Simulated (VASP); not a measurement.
# SiC3 (R3m) in VASP: single point with r2SCAN

Aim: the single point of SiC3 with r2SCAN.

All numbers are computed with VASP 6.6.1; they aren't measurements. Logs are shortened: lines on timing, memory, paths and dates and some standing lists are left out, and cuts for length are marked.

**1. The cell of the first run**

Symmetry: R3m, No. 160, trigonal system. The conventional cell has a = 2.831 Å, b = 2.831 Å, c = 13.283 Å, α = 90.00°, β = 90.00°, γ = 120.00°. Within 2.3 Å of C (site symmetry 3m) lie 3 C at 1.70 Å and 1 Si at 1.80 Å. C (site symmetry 3m) has 1 C at 1.49 Å and 3 Si at 1.76 Å within 2.0 Å. C (site symmetry 3m) has 4 C at 1.49 to 1.70 Å within 2.0 Å. Si (site symmetry 3m) has 4 C at 1.76 to 1.80 Å within 2.3 Å.

**2. Single point, r2SCAN (uniaxial z strain -5.2%)**

Contents of POSCAR:

```
SiC3
1.0
    1.4154339593      0.8172011774      4.4276966196
   -1.4154339593      0.8172011774      4.4276966196
    0.0000000000     -1.6344023549      4.4276966196
C Si
3 1
Direct
    1.0083656995      0.0083656995      0.0083656995
    0.4903070679      0.4903070679      0.4903070679
    0.3781286560      0.3781286560      0.3781286560
    0.8731985767      0.8731985767      0.8731985767
```

Contents of INCAR.step1:

```
SYSTEM = SiC3
PREC     = Accurate       ! precision mode
ENCUT    = 1430           ! plane-wave cutoff, eV
ISMEAR   = 0              ! smearing method
SIGMA    = 0.01           ! smearing width, eV
LREAL    = .False.        ! projectors in reciprocal space
LASPH    = .True.         ! aspherical terms in the spheres
NELM     = 120            ! most SCF steps
NBANDS   = 16             ! bands
GGA      = PE             ! functional
ALGO     = Normal         ! electronic algorithm
EDIFF    = 1E-5           ! SCF threshold, eV
LWAVE    = .True.         ! write WAVECAR
LCHARG   = .False.        ! write CHGCAR
GGA_COMPAT= .False.
```

Contents of INCAR.step2:

```
SYSTEM = SiC3
PREC     = Accurate       ! precision mode
ENCUT    = 1430           ! plane-wave cutoff, eV
EDIFF    = 1E-6           ! SCF threshold, eV
ISMEAR   = 0              ! smearing method
SIGMA    = 0.01           ! smearing width, eV
LREAL    = .False.        ! projectors in reciprocal space
LASPH    = .True.         ! aspherical terms in the spheres
NELM     = 120            ! most SCF steps
ALGO     = Normal         ! electronic algorithm
ISIF     = 2              ! what is computed and relaxed
LWAVE    = .False.        ! write WAVECAR
LCHARG   = .True.         ! write CHGCAR
METAGGA  = R2SCAN         ! meta-GGA
LMIXTAU  = .True.       
LELF     = .True.         ! ELF
LVHAR    = .True.       
NBANDS   = 16             ! bands
ISTART   = 1            
GGA_COMPAT= .False.
```

Contents of KPOINTS:

```
Automatic mesh
0
Gamma
  10 10 10
  0 0 0
```

Potentials or basis: VASP PAW PBE potentials, release 64 (C_h, Si).

The run is started by

```
$ cat potpaw_PBE.64/C_h/POTCAR potpaw_PBE.64/Si/POTCAR > POTCAR
$ cp INCAR.step1 INCAR
$ mpirun -np 1 vasp_std > vasp.out
$ cp INCAR.step2 INCAR
$ mpirun -np 1 vasp_std > vasp.out
```

OUTCAR:

```text
SYSTEM = SiC3
   PREC = Accurate
   ENCUT = 1430
   EDIFF = 1E-6
   ISMEAR = 0
   LREAL = .False.
   LASPH = .True.
   NELM = 120
   ISIF = 2
   METAGGA = R2SCAN
   ISTART = 1

 ion  position               nearest neighbor table
   1  0.008  0.008  0.008-   4 1.80
   2  0.490  0.490  0.490-   3 1.49   4 1.76   4 1.76   4 1.76
   3  0.378  0.378  0.378-   2 1.49
   4  0.873  0.873  0.873-   2 1.76   2 1.76   2 1.76   1 1.80

  LATTYP: Found a trigonal (rhomboedric) cell.
 ALAT       =     4.7197212219
 COS(alpha) =     0.8201226323

  Lattice vectors:

 A1 = (   1.4154339593,   0.8172011774,   4.4276966196)
 A2 = (  -1.4154339593,   0.8172011774,   4.4276966196)
 A3 = (   0.0000000000,  -1.6344023549,   4.4276966196)

Analysis of symmetry for initial positions (statically):
=====================================================================
 Subroutine PRICEL returns:
 Original cell was already a primitive cell.

 Routine SETGRP: Setting up the symmetry group for a
 trigonal (rhombohedral) supercell.

 Subroutine GETGRP returns: Found  6 space group operations
 (whereof  6 operations were pure point group operations)
 out of a pool of 12 trial point group operations.

The static configuration has the point symmetry C_3v.

Analysis of symmetry for dynamics (positions and initial velocities):
=====================================================================
 Subroutine PRICEL returns:
 Original cell was already a primitive cell.

 Routine SETGRP: Setting up the symmetry group for a
 trigonal (rhombohedral) supercell.

 Subroutine GETGRP returns: Found  6 space group operations
 (whereof  6 operations were pure point group operations)
 out of a pool of 12 trial point group operations.

The dynamic configuration has the point symmetry C_3v.

 Subroutine INISYM returns: Found  6 space group operations
 (whereof  6 operations are pure point group operations),
 and found     1 'primitive' translations

----------------------------------------------------------------------------------------

                                     Primitive cell

  volume of cell :      30.7289

  direct lattice vectors                    reciprocal lattice vectors
     1.415433959  0.817201177  4.427696620     0.353248554  0.203948148  0.075283689
    -1.415433959  0.817201177  4.427696620    -0.353248554  0.203948148  0.075283689
     0.000000000 -1.634402355  4.427696620     0.000000000 -0.407896296  0.075283689

  length of vectors
     4.719721222  4.719721222  4.719721222     0.414785513  0.414785513  0.414785513

  position of ions in fractional coordinates (direct lattice)
     0.008365699  0.008365699  0.008365699
     0.490307068  0.490307068  0.490307068
     0.378128656  0.378128656  0.378128656
     0.873198577  0.873198577  0.873198577

  ion indices of the primitive-cell ions
   primitive index   ion index
                 1           1
                 2           2
                 3           3
                 4           4

----------------------------------------------------------------------------------------

 KPOINTS: Automatic mesh

Automatic generation of k-mesh.
 Grid dimensions read from file:
 generate k-points for:   10   10   10

 Generating k-lattice:

  Cartesian coordinates                     Fractional coordinates (reciprocal lattice)
     0.035324855  0.020394815  0.007528369     0.100000000  0.000000000 -0.000000000
    -0.035324855  0.020394815  0.007528369     0.000000000  0.100000000 -0.000000000
     0.000000000 -0.040789630  0.007528369     0.000000000  0.000000000  0.100000000

  Length of vectors
     0.041478551  0.041478551  0.041478551

  Shift w.r.t. Gamma in fractional coordinates (k-lattice)
     0.000000000  0.000000000  0.000000000

 Subroutine IBZKPT returns following result:
 ===========================================

 Found    116 irreducible k-points:

 Following reciprocal coordinates:
            Coordinates               Weight
  0.000000  0.000000  0.000000      1.000000
  0.100000  0.000000  0.000000      6.000000
  0.200000  0.000000  0.000000      6.000000
  0.300000  0.000000 -0.000000      6.000000
  0.400000  0.000000  0.000000      6.000000
  0.500000 -0.000000  0.000000      3.000000
[... 16 lines left out ...]
  0.300000  0.300000  0.000000      6.000000
  0.400000  0.300000  0.000000     12.000000
 [... further k-points ...]
   k-points           NKPTS =    116   k-points in BZ     NKDIM =    116   number of bands    NBANDS=     16
   number of dos      NEDOS =    301   number of ions     NIONS =      4
   total plane-waves  NPLWV = 216000
   dimension x,y,z NGX =    60 NGY =   60 NGZ =   60
   dimension x,y,z NGXF=   120 NGYF=  120 NGZF=  120
   ions per type =               3   1
   NGX,Y,Z   is equivalent  to a cutoff of  21.13, 21.13, 21.13 a.u.
   NGXF,Y,Z  is equivalent  to a cutoff of  42.27, 42.27, 42.27 a.u.
 SYSTEM =  SiC3
   PREC   = accura    normal or accurate (medium, high low for compatibility)
   ISTART =      1    job   : 0-new  1-cont  2-samecut
   ICHARG =      0    charge: 1-file 2-atom 10-const
   ISPIN  =      1    spin polarized calculation?
   LNONCOLLINEAR =      F non collinear calculations
   LSORBIT =      F    spin-orbit coupling
   LASPH  =      T    aspherical Exc in radial PAW
   ENCUT  = 1430.0 eV 105.10 Ry   10.25 a.u.  14.55 14.55 14.55*2*pi/ulx,y,z
   NELM   =    120;   NELMIN=  2; NELMDL=  0     # of ELM steps
   EDIFF  = 0.1E-05   stopping-criterion for ELM
   LREAL  =      F    real-space projection
   EDIFFG = 0.1E-04   stopping-criterion for IOM
   NSW    =      0    number of steps for IOM
   IBRION =     -1    ionic relax: 0-MD 1-quasi-New 2-CG
   NFREE  =      0    steps in history (QN), initial steepest desc. (CG)
   ISIF   =      2    stress and relaxation
   ISYM   =      2    0-nonsym 1-usesym 2-fastsym
   POTIM  = 0.5000    time-step for ionic-motion
   TEBEG  =    0.0;   TEEND  =   0.0 temperature during run
   PSTRESS=    0.0 pullay stress
   NELECT =      16.0000    total number of electrons
   NUPDOWN=      -1.0000    fix difference up-down
   EMIN   =  10.00;   EMAX   =-10.00  energy-range for DOS
   EFERMI =   0.00;   METHOD = LEGACY
   ISMEAR =     0;   SIGMA  =   0.01  broadening in eV -4-tet -1-fermi 0-gaus
   EFERMI_NEDOS =   21; number of points for ismear=-14 and -15
   IALGO  =     38    algorithm
   IMIX   =      4    mixing-type and parameters
     AMIX     =   0.40;   BMIX     =  1.00
     AMIX_MAG =   1.60;   BMIX_MAG =  1.00
  volume/ion in A,a.u.               =       7.68        51.84
  Fermi-wavevector in a.u.,A,eV,Ry     =   1.317040  2.488844 23.600585  1.734594
  Thomas-Fermi vector in A             =   2.447109
   LORBIT       =      0    0 simple, 1 ext, 2 COOP (PROOUT), +10 PAW based schemes
   METAGGA = R2SCAN    functional components
   LHFCALC =     F    Hartree Fock is set to
   AEXX    =    0.0000 exact exchange contribution
   IVDW    =     0    specifies the selected vdW correction
   LEPSILON=     F    determine dielectric tensor
   LRPA    =     F    only Hartree local field effects (RPA)
 non-spin polarized calculation
 Gauss-broadening in eV      SIGMA  =   0.01
  energy-cutoff  :     1430.00
  volume of cell :       30.73
 maximum number of plane-waves:      3793
 NGX is ok and might be reduce to    60
   NGX = 29   NGY = 29   NGZ = 29

 number of electron      16.0000000 magnetization

 Free energy of the ion-electron system (eV)
  ---------------------------------------------------
  ext. energy  EPLUGINS =         0.00000000
  ---------------------------------------------------
  free energy    TOTEN  =       -36.52285947 eV

  energy without entropy =      -36.52285947  energy(sigma->0) =      -36.52285947

 E-fermi :  10.2816     XC(G=0): -13.0132

 val. band max:       10.1970009425   @ k =   0.0000   0.0000   0.0000
 cond. band min:      12.3780295896   @ k =   0.5000   0.5000   0.0000
 fundamental gap:      2.1810286471
 Fermi energy:        10.2815588858

 k-point     1 :       0.0000    0.0000    0.0000
  band No.  band energies     occupation
      1      -9.6370      2.00000
      2      -3.9637      2.00000
      3      -1.6338      2.00000
      4       6.9793      2.00000
      5       6.9793      2.00000
      6       9.7142      2.00000
[... 8 lines left out ...]
     15      20.0585      0.00000
     16      24.3992      0.00000

 k-point     2 :       0.1000    0.0000    0.0000
  band No.  band energies     occupation
      1      -9.4279      2.00000
      2      -3.8425      2.00000
      3      -1.3950      2.00000
      4       5.9559      2.00000
      5       6.7016      2.00000
      6       9.0612      2.00000
[... 8 lines left out ...]
     15      20.7553      0.00000
     16      25.0706      0.00000

 k-point     3 :       0.2000    0.0000    0.0000
  band No.  band energies     occupation
      1      -8.8085      2.00000
      2      -3.4819      2.00000
      3      -0.7472      2.00000
      4       3.8856      2.00000
      5       6.0745      2.00000
      6       7.1064      2.00000
[... 8 lines left out ...]
     15      21.5836      0.00000
     16      24.6370      0.00000

 k-point     4 :       0.3000    0.0000   -0.0000
  band No.  band energies     occupation
      1      -7.8094      2.00000
      2      -2.9752      2.00000
      3      -0.0939      2.00000
      4       2.1301      2.00000
      5       4.9443      2.00000
      6       5.4339      2.00000
[... 8 lines left out ...]
     15      22.8797      0.00000
     16      24.4146      0.00000
[... 324 lines left out ...]
 k-point    22 :      -0.2000    0.2000    0.0000
  band No.  band energies     occupation
      1      -7.3020      2.00000
      2      -2.1664      2.00000
      3      -0.4659      2.00000
      4       2.3555      2.00000
      5       3.5779      2.00000
      6       4.5822      2.00000
[... 8 lines left out ...]
     15      22.7623      0.00000
     16      23.3391      0.00000

 k-point    23 :       0.3000    0.3000    0.0000
  band No.  band energies     occupation
      1      -7.6767      2.00000
      2      -3.5329      2.00000
      3       0.2676      2.00000
      4       2.5041      2.00000
      5       4.3166      2.00000
      6       5.0832      2.00000
[... 8 lines left out ...]
     15      23.7561      0.00000
     16      24.0614      0.00000

 k-point    24 :       0.4000    0.3000    0.0000
  band No.  band energies     occupation
      1      -6.8992      2.00000
      2      -3.1220      2.00000
      3      -0.1847      2.00000
      4       1.9444      2.00000
      5       3.8710      2.00000
      6       4.4236      2.00000
[... 8 lines left out ...]
     15      23.6734      0.00000
     16      24.8567      0.00000

 [... further k-points ...]

------------------------ aborting loop because EDIFF is reached ----------------------------------------

  FORCE on cell =-STRESS in cart. coord.  units (eV):
  Direction    XX          YY          ZZ          XY          YZ          ZX
  --------------------------------------------------------------------------------------
  -------------------------------------------------------------------------------------
  Total        0.9012256      0.9012256      9.0630370      0.0000000     -0.0000000      0.0000000
  in kB       46.9890203     46.9890203    472.5378881      0.0000000     -0.0000000      0.0000000
  external PRESSURE =     188.8386429 kB  Pullay stress =       0.0000000 kB

 VOLUME and BASIS-vectors are now :
 -----------------------------------------------------------------------------
  energy-cutoff  :     1430.00
  volume of cell :       30.73
      direct lattice vectors                 reciprocal lattice vectors
     1.415433959  0.817201177  4.427696620     0.353248554  0.203948148  0.075283689
    -1.415433959  0.817201177  4.427696620    -0.353248554  0.203948148  0.075283689
     0.000000000 -1.634402355  4.427696620     0.000000000 -0.407896296  0.075283689

 POSITION                                       TOTAL-FORCE (eV/Angst)
 -----------------------------------------------------------------------------------
      0.00000     -0.00000      0.11112         0.000000      0.000000     -0.033882
      0.00000     -0.00000      6.51279         0.000000     -0.000000      0.030490
      0.00000     -0.00000      5.02272         0.000000     -0.000000      0.014742
      0.00000     -0.00000     11.59878         0.000000      0.000000     -0.011350
 -----------------------------------------------------------------------------------
    total drift:                                0.000000      0.000000     -0.000078

  FREE ENERGIE OF THE ION-ELECTRON SYSTEM (eV)
  ---------------------------------------------------
  free  energy   TOTEN  =       -36.5228594729 eV

  energy  without entropy=      -36.5228594729  energy(sigma->0) =      -36.52285947
```

Run time: 14 min. Hardware: 1 thread of Intel Xeon 6975P-C (Granite Rapids), shared host; peak memory 0.67 GiB.

What came out:

```yaml
Free_energy: -36.5229 eV
Pressure: 18.9 GPa
Largest_force: 0.034 eV/Å
Band_gap_on_the_k_mesh: 2.18 eV (least direct gap 3.69 eV)
```

Forces in eV/Å, atoms in the order of the input:
```
C    0.000  0.000 -0.034
C    0.000  0.000  0.030
C    0.000  0.000  0.015
Si   0.000  0.000 -0.011
```

Caveat: the cell differs from its parent crystal (uniaxial z strain -5.2%); the stress differs along the axes, from 5 to 47 GPa; the PAW data sets were made with another functional, which shifts forces and pressure a little. A k mesh can miss the band edges.
